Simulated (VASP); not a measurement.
Input of a VASP 6.6.1 run:

Contents of INCAR:

```
SYSTEM = TaN
ALGO = Normal
EDIFF = 1E-6
ENCUT = 520
GGA = PS
ISIF = 2
ISMEAR = -1
LASPH = .True.
LCHARG = .False.
LREAL = .False.
LWAVE = .False.
NBANDS = 15
NELM = 60
PREC = Accurate
SIGMA = 0.1
```

KPOINTS

```
k-points
0
Gamma
  11 11 10
  0 0 0
```

The input POSCAR:

```
TaN
1.0
    3.0143455988      0.0000000000      0.0000000000
   -1.5071727994      2.6105002375      0.0000000000
    0.0000000000      0.0000000000      2.9579163926
Ta N
1 1
Direct
    0.3333333333      0.6666666667      0.5000000000
    0.0000000000      0.0000000000      0.0000000000
```

Potentials or basis: VASP PAW PBE potentials, release 64 (Ta_pv, N).

Command:

```console
$ cat potpaw_PBE.64/Ta_pv/POTCAR potpaw_PBE.64/N/POTCAR > POTCAR
$ mpirun -np 1 vasp_std > vasp.out
```

Predict the pressure.

-26.6 GPa.

Predict the band gap on the k mesh.

zero (band 8 reaches 7.67 eV, above the bottom of band 9 at 7.22 eV).

Stress tensor (GPa, compression positive):
```
-25.63   0.00   0.00
  0.00 -25.63   0.00
  0.00   0.00 -28.49
```

Caveat: the PAW data sets were made with another functional, which shifts forces and pressure a little; spin-orbit coupling is left out, which moves the levels of the heavy elements.
